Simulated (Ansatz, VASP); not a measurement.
CdTe in VASP and in Ansatz

INCAR

```
SYSTEM = CdTe
PREC = Accurate ; ENCUT = 500
EDIFF = 1E-6 ; ISMEAR = 0
SIGMA = 0.01 ; LREAL = .False.
LASPH = .True. ; NELM = 120
ALGO = Normal ; ISIF = 2
LWAVE = .False. ; LCHARG = .True.
GGA = PE ; LELF = .True.
LVHAR = .True. ; NBANDS = 16
GGA_COMPAT = .False.
```

File KPOINTS:

```
Automatic mesh
0
Gamma
  10 10 10
  0 0 0
```

File POSCAR:

```
CdTe
1.0
    0.0000000000      3.3096311549      3.3096311549
    3.3096311549      0.0000000000      3.3096311549
    3.3096311549      3.3096311549      0.0000000000
Cd Te
1 1
Direct
    0.0000000000      0.0000000000      0.0000000000
    0.7500000000      0.7500000000      0.7500000000
```

Input for Ansatz:

```yaml
crystal:
  lattice:
    - [0.0, 3.3096311549, 3.3096311549]
    - [3.3096311549, 0.0, 3.3096311549]
    - [3.3096311549, 3.3096311549, 0.0]
  atoms:
    - { symbol: Cd, position: [0.0, 0.0, 0.0] }
    - { symbol: Te, position: [0.75, 0.75, 0.75] }
basis:
  ecutwfc: 420
  xc_grid: 2
kpoints:
  mp_grid: { grid: [10, 10, 10] }
  band_path: { path: [VBM, CBM], npoints: 2 }
hamiltonian:
  xc: pbe
scf:
  occupations: { method: gaussian, width: 0.01 }
output:
  forces: true
  stress: true
  eigenvalues: true
```

Alike in both runs: task single point; functional PBE; k mesh 10 × 10 × 10; occupations gaussian, width 0.01 eV; no spin polarisation.

|  | VASP | Ansatz |
| --- | --- | --- |
| version | VASP 6.6.1 | Ansatz 0.2.0 |
| potentials or method | VASP PAW PBE potentials, release 64 (Cd, Te), cutoff 500 eV | scalar-relativistic, plane waves, PAW |
| valence electrons in the cell | 18 | 36 |

|  | VASP | Ansatz | Ansatz less VASP |
| --- | --- | --- | --- |
| gap on the k mesh at the Fermi level (eV) | 0.58 | 0.58 | +0.003 |
| least direct gap on the mesh (eV) | 0.58 | 0.58 | +0.003 |
| pressure (GPa) | 0.1 | 0.0 | -0.11 |

VASP's potentials hold 18 valence electrons a cell and Ansatz's 36, so a difference there can come from the potentials and not from the codes.

Spin-orbit coupling is off throughout.
